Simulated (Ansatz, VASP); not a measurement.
**Two plane-wave programs on Zn2Cl3**

The input INCAR:

```
PREC = Accurate
ENCUT = 520
EDIFF = 1E-6
ISMEAR = 0
SIGMA = 0.1
LREAL = False
LASPH = True
NELM = 80
ALGO = Normal
ISIF = 2
LWAVE = False
LCHARG = False
GGA = PE
NBANDS = 30
```

The input KPOINTS:

```
Automatic mesh
0
Gamma
  6 6 4
```

The input POSCAR:

```
Zn2Cl3
1.0
    4.5977888457      0.0000000000      0.0000000000
   -2.2988944228      3.9818019416      0.0000000000
    0.0000000000      0.0000000000      5.5514060225
Zn Cl
2 3
Direct
    0.3333333333      0.6666666667      0.1380000000
    0.6666666667      0.3333333333      0.8620000000
    0.0000000000      0.0000000000      0.0000000000
    0.3333333333      0.6666666667      0.6250000000
    0.6666666667      0.3333333333      0.3750000000
```

Input for Ansatz:

```yaml
crystal:
  lattice:
    - [4.5977888457, 0.0, 0.0]
    - [-2.2988944228, 3.9818019416, 0.0]
    - [0.0, 0.0, 5.5514060225]
  atoms:
    - { symbol: Zn, position: [0.3333333333, 0.6666666667, 0.138] }
    - { symbol: Zn, position: [0.6666666667, 0.3333333333, 0.862] }
    - { symbol: Cl, position: [0.0, 0.0, 0.0] }
    - { symbol: Cl, position: [0.3333333333, 0.6666666667, 0.625] }
    - { symbol: Cl, position: [0.6666666667, 0.3333333333, 0.375] }
basis:
  ecutwfc: 420
kpoints:
  mp_grid: { grid: [6, 6, 4] }
hamiltonian:
  xc: pbe
scf:
  occupations: { method: gaussian, width: 0.1 }
  lower_state_search: "off"
output:
  forces: true
  stress: true
  eigenvalues: true
```

Alike in both runs: task single point; functional PBE; k mesh 6 × 6 × 4; occupations gaussian, width 0.1 eV; no spin polarisation.

|  | VASP | Ansatz |
| --- | --- | --- |
| version | VASP 6.6.1 | Ansatz 0.2.0 |
| potentials or method | VASP PAW PBE potentials, release 64 (Zn, Cl), cutoff 520 eV | scalar-relativistic, plane waves, PAW |
| valence electrons in the cell | 45 | 45 |

|  | VASP | Ansatz | Ansatz less VASP |
| --- | --- | --- | --- |
| gap on the k mesh at the Fermi level (eV) | none | none | - |
| pressure (GPa) | 0.8 | 0.9 | +0.04 |
| traceless stress, the component that is largest in VASP (GPa) | -4.86 | -4.84 | +0.016 |
| rms of the force components (eV/Å) | 0.487 | 0.488 | +0.0017 |

Atom by atom the forces differ by 0.002 eV/Å (rms over components). A gap of «none» marks a metal or a gap that the smearing closes.
